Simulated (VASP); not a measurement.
Wanted: the native input for a VASP 6.6.1 run.

```yaml
Task: relaxation of cell and atoms
Functional: PBEsol
Potentials_or_basis: VASP PAW PBE potentials, release 64 (Hf_pv)
Cutoff: 600 eV
k_mesh: 12 × 12 × 16
Occupations: gaussian, width 0.1 eV
Spin: no spin polarisation
Target_pressure: 50 GPa
Dipole_correction: no
Further_INCAR_settings: ALGO = Normal; EDIFF = 1e-06; IBRION = 2; EDIFFG = -0.002; NSW = 100; ISIF = 3
```

The structure of Hf lies in POSCAR:

```
Hf
1.0
    4.4941783541      0.0000000000      0.0000000000
   -2.2470891770      3.8920726238      0.0000000000
    0.0000000000      0.0000000000      2.7986312225
Hf
3
Direct
    0.6666666667      0.3333333333      0.5000000000
    0.3333333333      0.6666666667      0.5000000000
    0.0000000000      0.0000000000      0.0000000000
```

One way to write it, as run:

INCAR

```
  PREC = Accurate
  ENCUT = 600
  EDIFF = 1E-6
  ISMEAR = 0
  SIGMA = 0.1
  LREAL = F
  LASPH = T
  NELM = 100
  ALGO = Normal
  ISIF = 3
  LWAVE = F
  LCHARG = F
  GGA = PS
  IBRION = 2
  NSW = 100
  EDIFFG = -0.002
  PSTRESS = 500.0
```

KPOINTS

```
Automatic mesh
0
Gamma
  12 12 16
```

Potentials or basis: VASP PAW PBE potentials, release 64 (Hf_pv).

The run is started by

```console
$ cat potpaw_PBE.64/Hf_pv/POTCAR > POTCAR
$ mpirun -np 1 vasp_std > vasp.out
```

It gave:

* Relaxed volume: 16.29 Å³/atom
* Relaxed cell: a = 4.490 Å, b = 4.490 Å, c = 2.800 Å, α = 90.00°, β = 90.00°, γ = 120.00°
* Space group after relaxing (to 0.05 Å): P6/mmm (No. 191)
* Energy change on relaxing (the enthalpy is what falls): +7.5 meV/atom
* Ionic steps: 5
* Pressure after relaxing: 50.0 GPa
* Band gap on the k mesh: zero (band 15 reaches 7.64 eV, above the bottom of band 16 at 6.44 eV)

Caveat: the cell is relaxed towards a set pressure, so the enthalpy falls and the energy may rise; the PAW data sets were made with another functional, which shifts forces and pressure a little; spin-orbit coupling is left out, which moves the levels of the heavy elements.

Wall time 2.3 min on 1 thread of Intel(R) Xeon(R) 6975P-C (Granite Rapids) (shared host), peak memory 0.3 GiB.
